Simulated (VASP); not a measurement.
# YN (Fm-3m) in VASP: single point with PBE

Aim: the single point of YN with PBE.

All numbers are computed with VASP 6.6.1; they aren't measurements. Logs are shortened: lines on timing, memory, paths and dates and some standing lists are left out, and cuts for length are marked.

### Step 1. The cell of the first run

It takes space group Fm-3m (No. 225, cubic). The conventional cell has a = 4.877 Å, b = 4.877 Å, c = 4.877 Å, α = 90.00°, β = 90.00°, γ = 90.00°. Within 3.2 Å of Y (site symmetry m-3m) lie 6 N at 2.44 Å. N (site symmetry m-3m) has 6 Y at 2.44 Å within 3.2 Å.

### Step 2. Single point, PBE

Input file INCAR:

```
SYSTEM = YN
  ALGO = Normal
  EDIFF = 1E-6
  ENCUT = 600
  GGA = PE
  GGA_COMPAT = .False.
  ISIF = 2
  ISMEAR = -1
  LASPH = .True.
  LCHARG = .False.
  LREAL = .False.
  LWAVE = .False.
  NBANDS = 15
  NELM = 120
  PREC = Accurate
  SIGMA = 0.15
```

Input file KPOINTS:

```
k-points
0
Gamma
  4 4 4
  0 0 0
```

Input file POSCAR:

```
YN
1.0
    0.0000000000      2.4385000000      2.4385000000
    2.4385000000      0.0000000000      2.4385000000
    2.4385000000      2.4385000000      0.0000000000
Y N
1 1
Direct
    0.0000000000      0.0000000000      0.0000000000
    0.5000000000      0.5000000000      0.5000000000
```

Potentials or basis: VASP PAW PBE potentials, release 64 (Y_sv, N).

Started as:

```bash
cat potpaw_PBE.64/Y_sv/POTCAR potpaw_PBE.64/N/POTCAR > POTCAR
mpirun -np 1 vasp_std > vasp.out
```

OUTCAR:

```text
SYSTEM = YN
   EDIFF = 1E-6
   ENCUT = 600
   GGA = PE
   ISIF = 2
   ISMEAR = -1
   LASPH = .True.
   LREAL = .False.
   NELM = 120
   PREC = Accurate

 ion  position               nearest neighbor table
   1  0.000  0.000  0.000-   2 2.44   2 2.44   2 2.44   2 2.44   2 2.44   2 2.44
   2  0.500  0.500  0.500-   1 2.44   1 2.44   1 2.44   1 2.44   1 2.44   1 2.44

  LATTYP: Found a face centered cubic cell.
 ALAT       =     4.8770000000

  Lattice vectors:

 A1 = (   0.0000000000,   2.4385000000,   2.4385000000)
 A2 = (   2.4385000000,   0.0000000000,   2.4385000000)
 A3 = (   2.4385000000,   2.4385000000,   0.0000000000)

Analysis of symmetry for initial positions (statically):
=====================================================================
 Subroutine PRICEL returns:
 Original cell was already a primitive cell.

 Routine SETGRP: Setting up the symmetry group for a
 face centered cubic supercell.

 Subroutine GETGRP returns: Found 48 space group operations
 (whereof 48 operations were pure point group operations)
 out of a pool of 48 trial point group operations.

The static configuration has the point symmetry O_h .

Analysis of symmetry for dynamics (positions and initial velocities):
=====================================================================
 Subroutine PRICEL returns:
 Original cell was already a primitive cell.

 Routine SETGRP: Setting up the symmetry group for a
 face centered cubic supercell.

 Subroutine GETGRP returns: Found 48 space group operations
 (whereof 48 operations were pure point group operations)
 out of a pool of 48 trial point group operations.

The dynamic configuration has the point symmetry O_h .

 Subroutine INISYM returns: Found 48 space group operations
 (whereof 48 operations are pure point group operations),
 and found     1 'primitive' translations

----------------------------------------------------------------------------------------

                                     Primitive cell

  volume of cell :      29.0000

  direct lattice vectors                    reciprocal lattice vectors
     0.000000000  2.438500000  2.438500000    -0.205044084  0.205044084  0.205044084
     2.438500000  0.000000000  2.438500000     0.205044084 -0.205044084  0.205044084
     2.438500000  2.438500000  0.000000000     0.205044084  0.205044084 -0.205044084

  length of vectors
     3.448559772  3.448559772  3.448559772     0.355146772  0.355146772  0.355146772

  position of ions in fractional coordinates (direct lattice)
     0.000000000  0.000000000  0.000000000
     0.500000000  0.500000000  0.500000000

  ion indices of the primitive-cell ions
   primitive index   ion index
                 1           1
                 2           2

----------------------------------------------------------------------------------------

 KPOINTS: k-points

Automatic generation of k-mesh.
 Grid dimensions read from file:
 generate k-points for:    4    4    4

 Generating k-lattice:

  Cartesian coordinates                     Fractional coordinates (reciprocal lattice)
    -0.051261021  0.051261021  0.051261021     0.250000000  0.000000000  0.000000000
     0.051261021 -0.051261021  0.051261021     0.000000000  0.250000000  0.000000000
     0.051261021  0.051261021 -0.051261021     0.000000000  0.000000000  0.250000000

  Length of vectors
     0.088786693  0.088786693  0.088786693

  Shift w.r.t. Gamma in fractional coordinates (k-lattice)
     0.000000000  0.000000000  0.000000000

 Subroutine IBZKPT returns following result:
 ===========================================

 Found      8 irreducible k-points:

 Following reciprocal coordinates:
            Coordinates               Weight
  0.000000  0.000000  0.000000      1.000000
  0.250000  0.000000  0.000000      8.000000
  0.500000  0.000000  0.000000      4.000000
  0.250000  0.250000  0.000000      6.000000
  0.500000  0.250000  0.000000     24.000000
 -0.250000  0.250000  0.000000     12.000000
  0.500000  0.500000  0.000000      3.000000
 -0.250000  0.500000  0.250000      6.000000
   k-points           NKPTS =      8   k-points in BZ     NKDIM =      8   number of bands    NBANDS=     15
   number of dos      NEDOS =    301   number of ions     NIONS =      2
   total plane-waves  NPLWV =  21952
   dimension x,y,z NGX =    28 NGY =   28 NGZ =   28
   dimension x,y,z NGXF=    56 NGYF=   56 NGZF=   56
   ions per type =               1   1
   NGX,Y,Z   is equivalent  to a cutoff of  13.50, 13.50, 13.50 a.u.
   NGXF,Y,Z  is equivalent  to a cutoff of  27.00, 27.00, 27.00 a.u.
 SYSTEM =  YN
   PREC   = accura    normal or accurate (medium, high low for compatibility)
   ISTART =      0    job   : 0-new  1-cont  2-samecut
   ICHARG =      2    charge: 1-file 2-atom 10-const
   ISPIN  =      1    spin polarized calculation?
   LNONCOLLINEAR =      F non collinear calculations
   LSORBIT =      F    spin-orbit coupling
   LASPH  =      T    aspherical Exc in radial PAW
   ENCUT  =  600.0 eV  44.10 Ry    6.64 a.u.   6.89  6.89  6.89*2*pi/ulx,y,z
   NELM   =    120;   NELMIN=  2; NELMDL= -5     # of ELM steps
   EDIFF  = 0.1E-05   stopping-criterion for ELM
   LREAL  =      F    real-space projection
   EDIFFG = 0.1E-04   stopping-criterion for IOM
   NSW    =      0    number of steps for IOM
   IBRION =     -1    ionic relax: 0-MD 1-quasi-New 2-CG
   NFREE  =      0    steps in history (QN), initial steepest desc. (CG)
   ISIF   =      2    stress and relaxation
   ISYM   =      2    0-nonsym 1-usesym 2-fastsym
   POTIM  = 0.5000    time-step for ionic-motion
   TEBEG  =    0.0;   TEEND  =   0.0 temperature during run
   PSTRESS=    0.0 pullay stress
   NELECT =      16.0000    total number of electrons
   NUPDOWN=      -1.0000    fix difference up-down
   EMIN   =  10.00;   EMAX   =-10.00  energy-range for DOS
   EFERMI =   0.00;   METHOD = LEGACY
   ISMEAR =    -1;   SIGMA  =   0.15  broadening in eV -4-tet -1-fermi 0-gaus
   EFERMI_NEDOS =   21; number of points for ismear=-14 and -15
   IALGO  =     38    algorithm
   IMIX   =      4    mixing-type and parameters
     AMIX     =   0.40;   BMIX     =  1.00
     AMIX_MAG =   1.60;   BMIX_MAG =  1.00
  volume/ion in A,a.u.               =      14.50        97.85
  Fermi-wavevector in a.u.,A,eV,Ry     =   1.342710  2.537353 24.529520  1.802869
  Thomas-Fermi vector in A             =   2.470842
   LORBIT       =      0    0 simple, 1 ext, 2 COOP (PROOUT), +10 PAW based schemes
   GGA     = PE    functional components
   LHFCALC =     F    Hartree Fock is set to
   AEXX    =    0.0000 exact exchange contribution
   IVDW    =     0    specifies the selected vdW correction
   LEPSILON=     F    determine dielectric tensor
   LRPA    =     F    only Hartree local field effects (RPA)
 non-spin polarized calculation
  energy-cutoff  :      600.00
  volume of cell :       29.00
 maximum number of plane-waves:       982
   NGX = 13   NGY = 13   NGZ = 13

 number of electron      16.0000002 magnetization

 Free energy of the ion-electron system (eV)
  ---------------------------------------------------
  ext. energy  EPLUGINS =         0.00000000
  ---------------------------------------------------
  free energy    TOTEN  =       -18.18169538 eV

  energy without entropy =      -18.15474972  energy(sigma->0) =      -18.16822255

 E-fermi :   4.3325     XC(G=0): -11.2807

 val. band max:        4.2089682896   @ k =   0.0000   0.0000   0.0000
 cond. band min:       4.3738483462   @ k =   0.5000   0.5000   0.0000
 fundamental gap:      0.1648800566
 Fermi energy:         4.3324600982

 k-point     1 :       0.0000    0.0000    0.0000
  band No.  band energies     occupation
      1     -36.6024      2.00000
      2     -16.2395      2.00000
      3     -16.2395      2.00000
      4     -16.2395      2.00000
      5      -8.7257      2.00000
      6       4.2090      1.38987
      7       4.2090      1.38987
      8       4.2090      1.38986
      9       7.3500      0.00000
     10       7.3500      0.00000
     11       7.3500      0.00000
     12       8.4234      0.00000
     13       9.3479      0.00000
     14       9.3479      0.00000
     15      15.0563      0.00000

 k-point     2 :       0.2500    0.0000    0.0000
  band No.  band energies     occupation
      1     -36.5411      2.00000
      2     -16.8596      2.00000
      3     -16.2826      2.00000
      4     -16.2826      2.00000
      5      -7.8205      2.00000
      6       1.7644      2.00000
      7       2.8255      1.99991
      8       2.8255      1.99991
      9       7.8851      0.00000
     10       8.6995      0.00000
     11       8.6995      0.00000
     12      10.8189      0.00000
     13      11.8001      0.00000
     14      11.8001      0.00000
     15      17.9618      0.00000

 k-point     3 :       0.5000    0.0000    0.0000
  band No.  band energies     occupation
      1     -36.4789      2.00000
      2     -17.3922      2.00000
      3     -16.3249      2.00000
      4     -16.3249      2.00000
      5      -6.9265      2.00000
      6       0.1023      2.00000
      7       1.9400      2.00000
      8       1.9400      2.00000
      9       9.9398      0.00000
     10      10.6153      0.00000
     11      10.6153      0.00000
     12      10.9816      0.00000
     13      14.4596      0.00000
     14      14.4596      0.00000
     15      17.9687      0.00000
[... 55 lines left out ...]
 k-point     7 :       0.5000    0.5000    0.0000
  band No.  band energies     occupation
      1     -36.4401      2.00000
      2     -17.1065      2.00000
      3     -16.5724      2.00000
      4     -16.5724      2.00000
      5      -8.2914      2.00000
      6       2.7216      1.99996
      7       3.8254      1.93417
      8       3.8254      1.93417
      9       4.3738      0.86291
     10      11.0954      0.00000
     11      11.4986      0.00000
     12      12.1659      0.00000
     13      12.1659      0.00000
     14      14.5421      0.00000
     15      15.6130      0.00000

 k-point     8 :      -0.2500    0.5000    0.2500
  band No.  band energies     occupation
      1     -36.4394      2.00000
      2     -16.8459      2.00000
      3     -16.8459      2.00000
      4     -16.6610      2.00000
      5      -7.7859      2.00000
      6       2.0409      2.00000
      7       2.6689      1.99997
      8       2.6689      1.99997
      9       8.2226      0.00000
     10       8.2226      0.00000
     11      11.5699      0.00000
     12      12.1785      0.00000
     13      13.0879      0.00000
     14      16.6209      0.00000
     15      17.7023      0.00000

------------------------ aborting loop because EDIFF is reached ----------------------------------------

  FORCE on cell =-STRESS in cart. coord.  units (eV):
  Direction    XX          YY          ZZ          XY          YZ          ZX
  --------------------------------------------------------------------------------------
  -------------------------------------------------------------------------------------
  Total        0.5357153      0.5357153      0.5357153     -0.0000000      0.0000000     -0.0000000
  in kB       29.5969069     29.5969069     29.5969069     -0.0000000      0.0000000     -0.0000000
  external PRESSURE =      29.5969069 kB  Pullay stress =       0.0000000 kB

 VOLUME and BASIS-vectors are now :
 -----------------------------------------------------------------------------
  energy-cutoff  :      600.00
  volume of cell :       29.00
      direct lattice vectors                 reciprocal lattice vectors
     0.000000000  2.438500000  2.438500000    -0.205044084  0.205044084  0.205044084
     2.438500000  0.000000000  2.438500000     0.205044084 -0.205044084  0.205044084
     2.438500000  2.438500000  0.000000000     0.205044084  0.205044084 -0.205044084

 POSITION                                       TOTAL-FORCE (eV/Angst)
 -----------------------------------------------------------------------------------
      0.00000      0.00000      0.00000         0.000000     -0.000000     -0.000000
      2.43850      2.43850      2.43850        -0.000000      0.000000      0.000000
 -----------------------------------------------------------------------------------
    total drift:                                0.000000      0.000000      0.000000

  FREE ENERGIE OF THE ION-ELECTRON SYSTEM (eV)
  ---------------------------------------------------
  free  energy   TOTEN  =       -18.1816953768 eV

  energy  without entropy=      -18.1547497181  energy(sigma->0) =      -18.16822255
```

It took 9.8 s on 1 thread of Intel Xeon Platinum 8375C at 2.90GHz (Ice Lake), shared host; peak memory 0.17 GiB.

What came out:

| Item | Value |
| --- | --- |
| Free energy | -18.1817 eV |
| Pressure | 3.0 GPa |
| Band gap on the k mesh | 0.16 eV, indirect (least direct gap 0.55 eV) |

Caveat: the k points lie up to 0.56 Å⁻¹ apart. A k mesh can miss the band edges.
